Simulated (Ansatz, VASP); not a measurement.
## NbPdSe4 in VASP and in Ansatz

File INCAR:

```
SYSTEM = NbPdSe4
  ALGO = Normal
  EDIFF = 1E-7
  EDIFFG = -0.01
  ENCUT = 600
  GGA = PE
  IBRION = 2
  ISIF = 3
  ISMEAR = 0
  LASPH = .TRUE.
  LCHARG = .FALSE.
  LREAL = .FALSE.
  LWAVE = .FALSE.
  NELM = 80
  NSW = 100
  PREC = Accurate
  SIGMA = 0.1
```

KPOINTS

```
k-points
0
G
  12 12 4
  0 0 0
```

The input POSCAR:

```
NbPdSe4
1.0
    3.1279221476      0.0000000000      0.0000000000
    0.0000000000      3.1279221476      0.0000000000
    0.0000000000      0.0000000000     13.9353053531
Nb Pd Se
1 1 4
Direct
    0.0000000000      0.0000000000      0.5000000000
    0.0000000000      0.0000000000      0.0000000000
    0.5000000000      0.5000000000      0.3854270967
    0.5000000000      0.5000000000      0.8803019300
    0.5000000000      0.5000000000      0.1196980700
    0.5000000000      0.5000000000      0.6145729033
```

Input for Ansatz:

```yaml
crystal:
  lattice:
    - [3.1279221476, 0.0, 0.0]
    - [0.0, 3.1279221476, 0.0]
    - [0.0, 0.0, 13.9353053531]
  atoms:
    - { symbol: Nb, position: [0.0, 0.0, 0.5] }
    - { symbol: Pd, position: [0.0, 0.0, 0.0] }
    - { symbol: Se, position: [0.5, 0.5, 0.3854270967] }
    - { symbol: Se, position: [0.5, 0.5, 0.88030193] }
    - { symbol: Se, position: [0.5, 0.5, 0.11969807] }
    - { symbol: Se, position: [0.5, 0.5, 0.6145729033] }
basis:
  ecutwfc: 420
kpoints:
  mp_grid: { grid: [12, 12, 4] }
hamiltonian:
  xc: pbe
scf:
  occupations: { method: gaussian, width: 0.1 }
output:
  forces: true
  stress: true
  eigenvalues: true
relax:
  adjacent_minimum: "off"
  f_tol: 0.01
  max_steps: 80
  cell: { stress_tol: 0.05 }
```

Change from the starting cell: species swapped into the MnFeSi4 type (P4/mmm, No. 123).

Alike in both runs: task relaxation of cell and atoms; functional PBE; k mesh 12 × 12 × 4; occupations gaussian, width 0.1 eV; no spin polarisation.

|  | VASP | Ansatz |
| --- | --- | --- |
| version | VASP 6.6.1 | Ansatz 0.2.0 |
| potentials or method | VASP PAW PBE potentials, release 64 (Nb_sv, Pd, Se), cutoff 600 eV | scalar-relativistic, plane waves, PAW |
| valence electrons in the cell | 47 | 95 |

|  | VASP | Ansatz | Ansatz less VASP |
| --- | --- | --- | --- |
| gap on the k mesh at the Fermi level, each at its own relaxed structure (eV) | none | none | - |
| relaxed volume (Å³/atom) | 23.20 | 23.29 | +0.087 |
| relaxed length of the cell vector where the two differ most in proportion (Å) | 14.301 | 14.346 | +0.0452 |

A gap of «none» marks a metal or a gap that the smearing closes. VASP's potentials hold 47 valence electrons a cell and Ansatz's 95, so a difference there can come from the potentials and not from the codes.
